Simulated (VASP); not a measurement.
# Ta3HC3 in VASP: notebook

Runs on Ta3HC3. Level: PBEsol. Tasks: relaxation of the atoms.

Everything below comes from runs of VASP 6.6.1. Logs are shortened: lines on timing, memory, paths and dates and some standing lists are left out, and cuts for length are marked.

### 1 The cell of the first run

The cell holds a slab with vacuum, 7 atoms: a = 3.139 Å, b = 3.139 Å, c = 25.408 Å, α = 90.00°, β = 90.00°, γ = 120.00°.

### 2 Relaxation of the atoms, PBEsol

File INCAR:

```
PREC     = Accurate       # precision mode
ENCUT    = 520            # plane-wave cutoff, eV
EDIFF    = 1E-7           # SCF threshold, eV
ISMEAR   = 0              # smearing method
SIGMA    = 0.1            # smearing width, eV
LREAL    = False          # projectors in reciprocal space
LASPH    = True           # aspherical terms in the spheres
NELM     = 120            # most SCF steps
ALGO     = Normal         # electronic algorithm
ISIF     = 2              # what is computed and relaxed
LWAVE    = False          # write WAVECAR
LCHARG   = False          # write CHGCAR
LDIPOL   = True         
IDIPOL   = 3            
DIPOL    = 0.5 0.5 0.483
GGA      = PS             # functional
IBRION   = 2              # ionic algorithm
NSW      = 90             # ionic steps
EDIFFG   = -0.03          # ionic threshold
GGA_COMPAT= False        
NELMIN   = 4            
NELMDL   = -8
```

File KPOINTS:

```
Automatic mesh
0
Gamma
  9 9 1
```

File POSCAR:

```
Ta3HC3
1.0
    3.1393032032      0.0000000000      0.0000000000
   -1.5696516016      2.7187163241      0.0000000000
    0.0000000000      0.0000000000     25.4080758298
C Ta H
3 3 1
Selective dynamics
Direct
    0.3333333333      0.6666666667      0.3345393039  F F F
    0.0000000000      0.0000000000      0.4354218086  F F F
    0.6666666667      0.3333333333      0.5381617791  T T T
    0.6666666667      0.3333333333      0.3849805562  F F F
    0.3333333333      0.6666666667      0.4866194037  T T T
    0.0000000000      0.0000000000      0.5829792586  T T T
    0.3333333333      0.6666666667      0.6176139159  T T T
```

Potentials or basis: VASP PAW PBE potentials, release 64 (C, Ta_pv, H).

Command:

```sh
cat potpaw_PBE.64/C/POTCAR potpaw_PBE.64/Ta_pv/POTCAR potpaw_PBE.64/H/POTCAR > POTCAR
mpirun -np 1 vasp_std > vasp.out
```

OUTCAR:

```text
PREC = Accurate
   ENCUT = 520
   EDIFF = 1E-7
   ISMEAR = 0
   LREAL = False
   LASPH = True
   NELM = 120
   ISIF = 2
   GGA = PS
   IBRION = 2
   NSW = 90
   EDIFFG = -0.03
   NELMIN = 4
   NELMDL = -8

 ion  position               nearest neighbor table
   1  0.333  0.667  0.335-   4 2.22   4 2.22   4 2.22
   2  0.000  0.000  0.435-   4 2.22   4 2.22   4 2.22   5 2.23   5 2.23   5 2.23
   3  0.667  0.333  0.538-   6 2.14   6 2.14   6 2.14   5 2.24   5 2.24   5 2.24
   4  0.667  0.333  0.385-   1 2.22   1 2.22   1 2.22   2 2.22   2 2.22   2 2.22   5 3.16   5 3.16
                             5 3.16
   5  0.333  0.667  0.487-   2 2.23   2 2.23   2 2.23   3 2.24   3 2.24   3 2.24   6 3.05   6 3.05
                             6 3.05   4 3.16   4 3.16   4 3.16
   6  0.000  0.000  0.583-   7 2.01   7 2.01   7 2.01   3 2.14   3 2.14   3 2.14   5 3.05   5 3.05
                             5 3.05
   7  0.333  0.667  0.618-   6 2.01   6 2.01   6 2.01

  LATTYP: Found a hexagonal cell.
 ALAT       =     3.1393032032
 C/A-ratio  =     8.0935399307

  Lattice vectors:

 A1 = (   3.1393032032,   0.0000000000,   0.0000000000)
 A2 = (  -1.5696516016,   2.7187163241,   0.0000000000)
 A3 = (   0.0000000000,   0.0000000000,  25.4080758298)

Analysis of symmetry for initial positions (statically):
=====================================================================
 Subroutine PRICEL returns:
 Original cell was already a primitive cell.

 Routine SETGRP: Setting up the symmetry group for a
 hexagonal supercell.

 Subroutine GETGRP returns: Found  6 space group operations
 (whereof  6 operations were pure point group operations)
 out of a pool of 24 trial point group operations.

The static configuration has the point symmetry C_3v.

Analysis of symmetry for dynamics (positions and initial velocities):
=====================================================================
 Subroutine PRICEL returns:
 Original cell was already a primitive cell.

 Routine SETGRP: Setting up the symmetry group for a
 hexagonal supercell.

 Subroutine GETGRP returns: Found  6 space group operations
 (whereof  6 operations were pure point group operations)
 out of a pool of 24 trial point group operations.

The dynamic configuration has the point symmetry C_3v.

Analysis of constrained symmetry for selective dynamics:
=====================================================================
 Subroutine PRICEL returns:
 Original cell was already a primitive cell.

 Routine SETGRP: Setting up the symmetry group for a
 hexagonal supercell.

 Subroutine GETGRP returns: Found  6 space group operations
 (whereof  6 operations were pure point group operations)
 out of a pool of 24 trial point group operations.

The constrained configuration has the point symmetry C_3v.

 Subroutine INISYM returns: Found  6 space group operations
 (whereof  6 operations are pure point group operations),
 and found     1 'primitive' translations

----------------------------------------------------------------------------------------

                                     Primitive cell

  volume of cell :     216.8547

  direct lattice vectors                    reciprocal lattice vectors
     3.139303203  0.000000000  0.000000000     0.318542025  0.183910324  0.000000000
    -1.569651602  2.718716324  0.000000000     0.000000000  0.367820648  0.000000000
     0.000000000  0.000000000 25.408075830     0.000000000  0.000000000  0.039357565

  length of vectors
     3.139303203  3.139303203 25.408075830     0.367820648  0.367820648  0.039357565

  position of ions in fractional coordinates (direct lattice)
     0.333333333  0.666666667  0.334539304
     0.000000000  0.000000000  0.435421809
     0.666666667  0.333333333  0.538161779
     0.666666667  0.333333333  0.384980556
     0.333333333  0.666666667  0.486619404
     0.000000000  0.000000000  0.582979259
[... 37 lines left out ...]

 Following reciprocal coordinates:
            Coordinates               Weight
  0.000000  0.000000  0.000000      1.000000
  0.111111 -0.000000  0.000000      6.000000
  0.222222 -0.000000  0.000000      6.000000
  0.333333  0.000000  0.000000      6.000000
  0.444444 -0.000000  0.000000      6.000000
  0.111111  0.111111  0.000000      6.000000
  0.222222  0.111111  0.000000     12.000000
  0.333333  0.111111  0.000000     12.000000
  0.444444  0.111111  0.000000      6.000000
  0.222222  0.222222  0.000000      6.000000
  0.333333  0.222222  0.000000     12.000000
  0.333333  0.333333  0.000000      2.000000
   k-points           NKPTS =     12   k-points in BZ     NKDIM =     12   number of bands    NBANDS=     27
   number of dos      NEDOS =    301   number of ions     NIONS =      7
   total plane-waves  NPLWV = 110592
   dimension x,y,z NGX =    24 NGY =   24 NGZ =  192
   dimension x,y,z NGXF=    48 NGYF=   48 NGZF=  384
   ions per type =               3   3   1
   NGX,Y,Z   is equivalent  to a cutoff of  12.71, 12.71, 12.56 a.u.
   NGXF,Y,Z  is equivalent  to a cutoff of  25.42, 25.42, 25.13 a.u.
 SYSTEM =  unknown system
   PREC   = accura    normal or accurate (medium, high low for compatibility)
   ISTART =      0    job   : 0-new  1-cont  2-samecut
   ICHARG =      2    charge: 1-file 2-atom 10-const
   ISPIN  =      1    spin polarized calculation?
   LNONCOLLINEAR =      F non collinear calculations
   LSORBIT =      F    spin-orbit coupling
   LASPH  =      T    aspherical Exc in radial PAW
   ENCUT  =  520.0 eV  38.22 Ry    6.18 a.u.   5.84  5.84 47.24*2*pi/ulx,y,z
   NELM   =    120;   NELMIN=  4; NELMDL= -8     # of ELM steps
   EDIFF  = 0.1E-06   stopping-criterion for ELM
   LREAL  =      F    real-space projection
   EDIFFG = -.3E-01   stopping-criterion for IOM
   NSW    =     90    number of steps for IOM
   IBRION =      2    ionic relax: 0-MD 1-quasi-New 2-CG
   NFREE  =      1    steps in history (QN), initial steepest desc. (CG)
   ISIF   =      2    stress and relaxation
   ISYM   =      2    0-nonsym 1-usesym 2-fastsym
   POTIM  = 0.5000    time-step for ionic-motion
   TEBEG  =    0.0;   TEEND  =   0.0 temperature during run
   PSTRESS=    0.0 pullay stress
   NELECT =      46.0000    total number of electrons
   NUPDOWN=      -1.0000    fix difference up-down
   EMIN   =  10.00;   EMAX   =-10.00  energy-range for DOS
   EFERMI =   0.00;   METHOD = LEGACY
   ISMEAR =     0;   SIGMA  =   0.10  broadening in eV -4-tet -1-fermi 0-gaus
   EFERMI_NEDOS =   21; number of points for ismear=-14 and -15
   IALGO  =     38    algorithm
   IMIX   =      4    mixing-type and parameters
     AMIX     =   0.40;   BMIX     =  1.00
     AMIX_MAG =   1.60;   BMIX_MAG =  1.00
  volume/ion in A,a.u.               =      30.98       209.06
  Fermi-wavevector in a.u.,A,eV,Ry     =   0.976348  1.845029 12.969817  0.953255
  Thomas-Fermi vector in A             =   2.106959
   LORBIT       =      0    0 simple, 1 ext, 2 COOP (PROOUT), +10 PAW based schemes
   GGA     = PS    functional components
   LHFCALC =     F    Hartree Fock is set to
   AEXX    =    0.0000 exact exchange contribution
   IVDW    =     0    specifies the selected vdW correction
   LEPSILON=     F    determine dielectric tensor
   LRPA    =     F    only Hartree local field effects (RPA)
 conjugate gradient relaxation of ions
 non-spin polarized calculation
 Gauss-broadening in eV      SIGMA  =   0.10
  energy-cutoff  :      520.00
  volume of cell :      216.85
 maximum number of plane-waves:      5874
 NGX is ok and might be reduce to    24
   NGX = 11   NGY = 11   NGZ = 95

 dipolmoment           0.000000      0.000000      0.113728 electrons x Angstroem

--------------------------------------- Ionic step        1  -------------------------------------------

 number of electron      45.9999995 magnetization

 Free energy of the ion-electron system (eV)
  ---------------------------------------------------
  ext. energy  EPLUGINS =         0.00000000
  ---------------------------------------------------
  free energy    TOTEN  =       -69.58857391 eV

  energy without entropy =      -69.56714162  energy(sigma->0) =      -69.57785776

------------------------ aborting loop because EDIFF is reached ----------------------------------------

  FORCE on cell =-STRESS in cart. coord.  units (eV):
  Direction    XX          YY          ZZ          XY          YZ          ZX
  --------------------------------------------------------------------------------------
  -------------------------------------------------------------------------------------
  Total       -2.7589905     -2.7589905     -1.9851654     -0.0000000      0.0000000     -0.0000000
  in kB      -20.3841147    -20.3841147    -14.6669008     -0.0000000      0.0000000     -0.0000000
  external PRESSURE =     -18.4783767 kB  Pullay stress =       0.0000000 kB
[... 104 lines left out ...]
  FREE ENERGIE OF THE ION-ELECTRON SYSTEM (eV)
  ---------------------------------------------------
  free  energy   TOTEN  =       -69.6089939016 eV

  energy  without entropy=      -69.5877244885  energy(sigma->0) =      -69.59835920

[... ionic steps 4 to 7 ...]

--------------------------------------- Ionic step        8  -------------------------------------------

 number of electron      45.9999996 magnetization

------------------------ aborting loop because EDIFF is reached ----------------------------------------
[... 77 lines left out ...]
--------------------------------------- Ionic step       10  -------------------------------------------

 number of electron      45.9999995 magnetization

 dipolmoment           0.000000      0.000000     -0.122179 electrons x Angstroem

 Free energy of the ion-electron system (eV)
  ---------------------------------------------------
  ext. energy  EPLUGINS =         0.00000000
  ---------------------------------------------------
  free energy    TOTEN  =       -69.62750737 eV

  energy without entropy =      -69.60690880  energy(sigma->0) =      -69.61720808

 E-fermi :  -1.2931     XC(G=0):  -5.0096

 val. band max:       -1.3012744280   @ k =   0.2222   0.1111   0.0000
 cond. band min:      -1.1872793267   @ k =   0.0000   0.0000   0.0000
 fundamental gap:      0.1139951012
 Fermi energy:        -1.2931210885

 k-point     1 :       0.0000    0.0000    0.0000
  band No.  band energies     occupation
      1     -36.7296      2.00000
      2     -36.2715      2.00000
      3     -36.1742      2.00000
      4     -36.1742      2.00000
      5     -36.0592      2.00000
      6     -36.0592      2.00000
[... 349 lines left out ...]
     26       0.8299      0.00000
     27       0.9068      0.00000

------------------------ aborting loop because EDIFF is reached ----------------------------------------

 vacuum level on the upper side and lower side of the slab       (xc-potential included)        -1.391         1.157

  FORCE on cell =-STRESS in cart. coord.  units (eV):
  Direction    XX          YY          ZZ          XY          YZ          ZX
  --------------------------------------------------------------------------------------
  -------------------------------------------------------------------------------------
  Total       -3.5898408     -3.5898408     -2.9431594      0.0000000     -0.0000000      0.0000000
  in kB      -26.5226455    -26.5226455    -21.7448003      0.0000000     -0.0000000      0.0000000
  external PRESSURE =     -24.9300305 kB  Pullay stress =       0.0000000 kB
[... 22 lines left out ...]
  FREE ENERGIE OF THE ION-ELECTRON SYSTEM (eV)
  ---------------------------------------------------
  free  energy   TOTEN  =       -69.6275073652 eV

  energy  without entropy=      -69.6069088033  energy(sigma->0) =      -69.61720808

 reached required accuracy - stopping structural energy minimisation

 vacuum level on the upper side and lower side of the slab         2.806         5.408
```

Wall time 8.3 min (1 thread of Intel Xeon Platinum 8488C (Sapphire Rapids), shared host); peak memory 0.37 GiB.

What came out:

```yaml
Free_energy: -69.6275 eV
Energy_gained_by_relaxing: 5.6 meV/atom
Ionic_steps: 10
Band_gap_on_the_k_mesh: zero (bands 23 and 24 overlap by 0.28 eV)
```

The path:
```tsv
step	energy change (eV)	largest force on free atoms (eV/Å)	pressure (GPa)
1	0.0000	0.7266	-1.85
2	-0.0203	0.3485	-2.09
3	-0.0204	0.3404	-2.11
4	-0.0295	0.2315	-2.08
5	-0.0338	0.1518	-2.03
6	-0.0353	0.1111	-2.06
7	-0.0356	0.1527	-2.07
8	-0.0367	0.1241	-2.15
9	-0.0387	0.0388	-2.38
10	-0.0389	0.0065	-2.49
```

Final structure:
```
CELL_PARAMETERS angstrom
3.13930 0.00000 0.00000
-1.56965 2.71872 0.00000
0.00000 0.00000 25.40808
ATOMIC_POSITIONS crystal
C 0.33333 0.66667 0.33454
C 0.00000 0.00000 0.43542
C 0.66667 0.33333 0.53726
Ta 0.66667 0.33333 0.38498
Ta 0.33333 0.66667 0.48653
Ta 0.00000 0.00000 0.58372
H 0.33333 0.66667 0.62277
```

Caveat: the PAW data sets were made with another functional, which shifts forces and pressure a little; spin-orbit coupling is left out, which moves the levels of the heavy elements.

### 3 Relaxation of the atoms, PBEsol

File INCAR:

```
SYSTEM = Ta3HC3
PREC = Accurate
ENCUT = 520
EDIFF = 1E-7
ISMEAR = 0
SIGMA = 0.1
LREAL = .False.
LASPH = .True.
NELM = 120
ALGO = Normal
ISIF = 2
LWAVE = .False.
LCHARG = .False.
LDIPOL = .True.
IDIPOL = 3
DIPOL = 0.5 0.5 0.489
GGA = PS
IBRION = 2
NSW = 90
EDIFFG = -0.03
GGA_COMPAT = .False.
NELMIN = 4
NELMDL = -8
```

File KPOINTS:

```
Automatic mesh
0
Gamma
  9 9 1
  0 0 0
```

POSCAR, as its differences from that of step 2:

```diff
@@ -15,2 +15,2 @@
     0.0000000000      0.0000000000      0.5829792586  T T T
-    0.3333333333      0.6666666667      0.6176139159  T T T
+    0.0000000000      0.0000000000      0.6624815402  T T T
```

Potentials or basis: VASP PAW PBE potentials, release 64 (C, Ta_pv, H).

Command:

```sh
cat potpaw_PBE.64/C/POTCAR potpaw_PBE.64/Ta_pv/POTCAR potpaw_PBE.64/H/POTCAR > POTCAR
mpirun -np 1 vasp_std > vasp.out
```

Wall time 14 min (1 thread of Intel Xeon Platinum 8259CL at 2.50GHz (Skylake/Cascade Lake), shared host); peak memory 0.37 GiB.

It converged, with:

```yaml
Free_energy: -68.3710 eV
Energy_gained_by_relaxing: 35.2 meV/atom
Ionic_steps: 14
Band_gap_on_the_k_mesh: zero (bands 23 and 24 overlap by 0.37 eV)
```

Step by step:
| step | energy change (eV) | largest force on free atoms (eV/Å) | pressure (GPa) |
| --- | --- | --- | --- |
| 1 | 0.0000 | 1.9322 | -2.31 |
| 2 | -0.1776 | 0.6924 | -2.88 |
| 3 | -0.1776 | 0.6890 | -2.88 |
| 4 | -0.2202 | 0.5021 | -2.61 |
| 5 | -0.2253 | 0.5602 | -2.46 |
| 6 | -0.2328 | 0.2955 | -2.17 |
| 7 | -0.2332 | 0.2650 | -2.22 |
| 8 | -0.2375 | 0.1660 | -2.09 |
| 9 | -0.2390 | 0.1847 | -1.95 |
| 10 | -0.2429 | 0.1282 | -1.78 |
| 11 | -0.2458 | 0.1376 | -1.47 |
| 12 | -0.2454 | 0.2161 | -1.34 |
| 13 | -0.2463 | 0.0409 | -1.42 |
| 14 | -0.2464 | 0.0136 | -1.41 |

Final structure:
```
C Ta H
1.0
     3.13930    0.00000    0.00000
    -1.56965    2.71872    0.00000
     0.00000    0.00000   25.40808
C Ta H
3 3 1
Direct
  0.33333 0.66667 0.33454
  0.00000 0.00000 0.43542
  0.66667 0.33333 0.53881
  0.66667 0.33333 0.38498
  0.33333 0.66667 0.48562
  0.00000 0.00000 0.58342
  0.00000 0.00000 0.65368
```

Levels at points of the mesh, in eV from the Fermi level:
| k point | band 20 | band 21 | band 22 | band 23 | band 24 | band 25 | band 26 | band 27 |
| --- | --- | --- | --- | --- | --- | --- | --- | --- |
| (0.00, 0.00, 0.00) | -1.68 | -0.76 | -0.76 | 0.32 | 0.32 | 0.90 | 1.62 | 1.62 |

Caveat: the PAW data sets were made with another functional, which shifts forces and pressure a little; spin-orbit coupling is left out, which moves the levels of the heavy elements.

The gap in the log of VASP goes by the Fermi energy; the results here count the filled bands.